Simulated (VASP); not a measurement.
ZrN, 2 atoms in the cell. It takes space group Fm-3m (No. 225, cubic). The conventional cell has a = 4.476 Å, b = 4.476 Å, c = 4.476 Å, α = 90.00°, β = 90.00°, γ = 90.00°. Zr (site symmetry m-3m) has 6 N at 2.24 Å within 3.0 Å. Within 3.0 Å of N (site symmetry m-3m) lie 6 Zr at 2.24 Å. 

```yaml
Program: VASP 6.6.1
Task: electric field gradients
Functional: PBEsol
Potentials_or_basis: VASP PAW PBE potentials, release 64 (Zr_sv, N)
Cutoff: 520 eV
k_mesh: 9 × 9 × 9
Occupations: fermi-dirac, width 0.01 eV
Spin: no spin polarisation
Dipole_correction: no
Further_INCAR_settings: ALGO = Normal; EDIFF = 1e-08; NBANDS = 16
```

Potentials or basis: VASP PAW PBE potentials, release 64 (Zr_sv, N).

Command:

```bash
$ cat potpaw_PBE.64/Zr_sv/POTCAR potpaw_PBE.64/N/POTCAR > POTCAR
$ mpirun -np 1 vasp_std > vasp.out
```

Hardware: 1 thread of Intel Xeon 8259CL, with other jobs on the host.

Problem. Estimate the wall time of this run.

Solution. Wall time 18 s on 1 thread of Intel Xeon 8259CL, with other jobs on the host, peak memory 0.14 GiB. Counts: scf iterations 15, k points 35.
